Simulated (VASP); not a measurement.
MoS2, 6 atoms in the cell. The structure is hexagonal, space group P6_3/mmc (No. 194). Conventional cell: a = 3.184 Å, b = 3.184 Å, c = 12.990 Å, α = 90.00°, β = 90.00°, γ = 120.00°. Mo (site symmetry -6m2) has 6 S at 2.41 Å and 6 Mo at 3.18 Å within 3.2 Å. S (site symmetry 3m) has 3 Mo at 2.41 Å and 7 S at 3.11 to 3.18 Å within 3.2 Å. 

| Item | Value |
| --- | --- |
| Program | VASP 6.6.1 |
| Task | single point |
| Functional | r2SCAN |
| Potentials or basis | VASP PAW PBE potentials, release 64 (Mo_sv, S) |
| Cutoff | 520 eV |
| k mesh | 12 × 12 × 2 |
| Occupations | gaussian, width 0.02 eV |
| Spin | no spin polarisation |
| Dipole correction | no |
| Further INCAR settings | ALGO = Normal; EDIFF = 1e-06; NBANDS = 35 |

Potentials or basis: VASP PAW PBE potentials, release 64 (Mo_sv, S).

Launch:

```bash
$ cat potpaw_PBE.64/Mo_sv/POTCAR potpaw_PBE.64/S/POTCAR > POTCAR
$ cp INCAR.step1 INCAR
$ mpirun -np 1 vasp_std > vasp.out
$ cp INCAR.step2 INCAR
$ mpirun -np 1 vasp_std > vasp.out
```

Hardware: 1 thread of AMD EPYC 7R43 64-Core Processor (Zen 3), with other jobs on the host.

**Question.** Estimate the wall time of this run.

**Answer.** Run time: 13 min on 1 thread of AMD EPYC 7R43 64-Core Processor (Zen 3), with other jobs on the host, peak memory 0.27 GiB. Counts: k points 38.
